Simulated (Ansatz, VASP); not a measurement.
Si8O15: VASP beside Ansatz

```xyz
23
Lattice="-4.1564 -4.1564 0.0000 4.1564 -4.1564 0.0000 0.0000 0.0000 5.3204" Properties=species:S:1:pos:R:3 pbc="T T T"
Si    0.0163   -4.1653    0.0012
Si    2.0553   -2.0785    1.2647
Si   -0.0248   -4.1618    2.6555
Si    2.0513   -2.0623    3.9981
Si   -0.0161   -0.0139   -0.0176
Si   -2.0370   -2.0976    1.3524
Si    0.0114   -0.0446    2.6955
Si   -2.0776   -2.1040    3.9692
O     1.2596   -2.8690   -0.0164
O     0.7839   -0.7716    1.3421
O    -1.3618   -5.4657   -0.0431
O     3.3242   -3.3669    1.3046
O     1.2565   -2.8964    2.6732
O     0.8267   -0.8040    3.9756
O    -1.2842   -5.4237    2.6294
O    -2.8658   -2.8824   -0.0128
O     0.8087   -4.9572    1.3054
O    -1.2768   -1.2416    0.0146
O    -0.7856   -3.3733    1.3127
O    -2.8234   -2.8929    2.6218
O     0.7527   -4.9555    3.9868
O    -1.2538   -1.2978    2.6173
O    -0.7093   -3.3444    3.9731
```

Alike in both runs: task relaxation of the atoms; functional PBE; dispersion D3(BJ); k mesh 2 × 2 × 2; occupations fermi-dirac, width 0.05 eV; no spin polarisation.

|  | VASP | Ansatz |
| --- | --- | --- |
| version | VASP 6.6.1 | Ansatz 0.2.0 |
| potentials or method | VASP PAW PBE potentials, release 64 (Si, O), cutoff 520 eV | scalar-relativistic, plane waves, PAW |
| valence electrons in the cell | 122 | 122 |

|  | VASP | Ansatz | Ansatz less VASP |
| --- | --- | --- | --- |
| gap on the k mesh at the Fermi level, each at its own relaxed structure (eV) | 3.26 | 3.26 | 0.000 |

The k mesh is coarse, so the values compare programs but aren't converged.
